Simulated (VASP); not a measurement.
A run of VASP 6.6.1 is set up as follows.

Contents of INCAR:

```
SYSTEM = GaP4
PREC = Accurate ; ENCUT = 520
EDIFF = 1E-6 ; ISMEAR = 0
SIGMA = 0.1 ; LREAL = .FALSE.
LASPH = .TRUE. ; NELM = 100
ALGO = Normal ; ISIF = 2
LWAVE = .FALSE. ; LCHARG = .TRUE.
GGA = PE ; LELF = .TRUE.
LVHAR = .TRUE. ; NBANDS = 24
```

File KPOINTS:

```
Automatic mesh
0
G
  4 4 4
  0 0 0
```

File POSCAR:

```
GaP4
1.0
    5.0828462208      0.0000000000      0.0000000000
    0.0000000000      5.0828462208      0.0000000000
    0.0000000000      0.0000000000      5.0828462208
Ga P
1 4
Direct
    0.0000000000      0.0000000000      0.0000000000
    0.3442366169      0.6557633831      0.6557633831
    0.6557633831      0.3442366169      0.6557633831
    0.6557633831      0.6557633831      0.3442366169
    0.3442366169      0.3442366169      0.3442366169
```

Potentials or basis: VASP PAW PBE potentials, release 64 (Ga_d, P).

The run is started by

```console
$ cat potpaw_PBE.64/Ga_d/POTCAR potpaw_PBE.64/P/POTCAR > POTCAR
$ mpirun -np 1 vasp_std > vasp.out
```

Question: What does it give for the pressure?

Answer: -0.2 GPa.

Question: Estimate the largest force.

Answer: 0.151 eV/Å.

Forces in eV/Å, atoms in the order of the input:
```
Ga   0.000  0.000  0.000
P    0.087 -0.087 -0.087
P   -0.087  0.087 -0.087
P   -0.087 -0.087  0.087
P    0.087  0.087  0.087
```
